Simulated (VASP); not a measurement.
Crystal: TiSi2.

```
CELL_PARAMETERS angstrom
-1.47287 1.71213 4.21208
1.47287 -1.71213 4.21208
1.47287 1.71213 -4.21208
ATOMIC_POSITIONS crystal
Ti 0.00000 0.00000 0.00000
Si 0.67008 0.67008 0.00000
Si 0.32992 0.32992 0.00000
```

Program: VASP 6.6.1. Alike in all runs: task single point; no spin polarisation; cell as given; k mesh 12 × 12 × 12; cutoff (eV) 520; smearing fermi-dirac 0.05 eV.

Problem. Order these runs on this cell by their pressure, lowest first.
A. level PBEsol; potentials or basis VASP PAW PBE potentials, release 64 (Ti_sv, Si)
B. level PBE; potentials or basis VASP PAW PBE potentials, release 64 (Ti_sv, Si)
C. level LDA; potentials or basis VASP PAW LDA potentials, release 64 (Ti_sv, Si)

Solution. C (-6.4 GPa), A (-3.5 GPa), B (0.2 GPa).

Caveats: the PAW data sets were made with another functional, which shifts forces and pressure a little (some runs).
